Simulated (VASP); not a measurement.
A run of VASP 6.6.1 is set up as follows.

The input INCAR:

```
PREC = Accurate
ENCUT = 520
EDIFF = 1E-8
ISMEAR = -1
SIGMA = 0.03
LREAL = False
LASPH = True
NELM = 100
ALGO = Normal
ISIF = 2
LWAVE = False
LCHARG = False
GGA = PS
LEFG = True
NBANDS = 16
```

File KPOINTS:

```
regular mesh
0
Gamma
  7 7 7
```

POSCAR

```
YS
1.0
    0.0000000000      2.7436500000      2.7436500000
    2.7436500000      0.0000000000      2.7436500000
    2.7436500000      2.7436500000      0.0000000000
Y S
1 1
Direct
    0.4400000000      0.4400000000      0.5600000000
    0.0600000000      0.0600000000     -0.0600000000
```

Potentials or basis: VASP PAW PBE potentials, release 64 (Y_sv, S).

The run is started by

```sh
$ cat potpaw_PBE.64/Y_sv/POTCAR potpaw_PBE.64/S/POTCAR > POTCAR
$ mpirun -np 1 vasp_std > vasp.out
```

Estimate the largest force.

10.303 eV/Å.

Estimate the pressure.

22.5 GPa.

Stress tensor (GPa, compression positive):
```
-3.18  0.00  0.00
 0.00 -3.18  0.00
 0.00  0.00 73.98
```

Caveat: the cell differs from its parent crystal (shortest bond scaled by 0.76); without QUAD_EFG the Cq values of the log hold for a quadrupole moment of 1 mb, not for the nuclei; the PAW data sets were made with another functional, which shifts forces and pressure a little.
